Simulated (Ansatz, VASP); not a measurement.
One calculation of CdTe, two programs

```xyz
2
Lattice="0.0000 3.3762 3.1796 3.3762 0.0000 3.1796 3.3762 3.3762 0.0000" Properties=species:S:1:pos:R:3 pbc="T T T"
Cd    0.0000    0.0000    0.0000
Te    5.0644    5.0644    4.7693
```

Change from the starting cell: strain +0.030 along x and y, -0.030 along z, atoms carried along.

Alike in both runs: task single point; functional r2SCAN; k mesh 8 × 8 × 8; occupations gaussian, width 0.05 eV; no spin polarisation.

```csv
,VASP,Ansatz
version,VASP 6.6.1,Ansatz 0.2.0
potentials or method,"VASP PAW PBE potentials, release 64 (Cd, Te), cutoff 520 eV","scalar-relativistic, plane waves, PAW"
valence electrons in the cell,18,36
```

```csv
,VASP,Ansatz,Ansatz less VASP
gap on the k mesh at the Fermi level (eV),0.94,0.95,+0.008
least direct gap on the mesh (eV),0.94,0.95,+0.008
pressure (GPa),-1.0,-1.1,-0.10
"traceless stress, the component that is largest in VASP (GPa)",0.63,0.63,-0.001
```

VASP's potentials were made for PBE, not for r2SCAN. VASP's potentials hold 18 valence electrons a cell and Ansatz's 36, so a difference there can come from the potentials and not from the codes.

Neither program's run includes spin-orbit coupling.
